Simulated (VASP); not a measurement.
# Ge: single point with r2SCAN

Ge:

```
Ge
1.0
     3.93478    0.00000    0.00000
    -1.96739    3.40762    0.00000
     0.00000    0.00000    6.62427
Ge
4
Direct
  0.33333 0.66667 0.00115
  0.66667 0.33333 0.50115
  0.33333 0.66667 0.37285
  0.66667 0.33333 0.87285
```

This cell differs from its parent crystal: strained cell.

* Program: VASP 6.6.1
* Task: single point
* Functional: r2SCAN
* Potentials or basis: VASP PAW PBE potentials, release 64 (Ge_d)
* Cutoff: 550 eV
* k mesh: 9 × 9 × 6
* Occupations: gaussian, width 0.01 eV
* Spin: no spin polarisation
* Dipole correction: no
* Further INCAR settings: ALGO = Normal; EDIFF = 1e-06; NBANDS = 36

| Property | Result |
| --- | --- |
| Pressure | 2.1 GPa |
| Band gap on the k mesh | 0.32 eV (least direct gap 0.34 eV) |

Forces on the atoms (eV/Å):
```
Ge   0.000  0.000  0.002
Ge   0.000  0.000  0.002
Ge   0.000  0.000 -0.002
Ge   0.000  0.000 -0.002
```

Stress tensor (GPa, compression positive):
```
3.14 0.00 0.00
0.00 3.14 0.00
0.00 0.00 0.13
```

Levels at points of the mesh, in eV from the valence-band top:
```tsv
k point	band 26	band 27	band 28	band 29	band 30	band 31
(0.00, 0.00, 0.00)	-0.47	0.00	0.00	0.34	0.35	2.33
(0.00, 0.00, 0.50)	-1.01	-1.01	-1.01	1.09	1.09	3.50
```

It took 12 min on 1 thread of Oxide Virtual Turin-like Processor, on a shared host, peak memory 0.25 GiB.

Caveat: the cell differs from its parent crystal (strained cell); the PAW data sets were made with another functional, which shifts forces and pressure a little. A k mesh can miss the band edges.
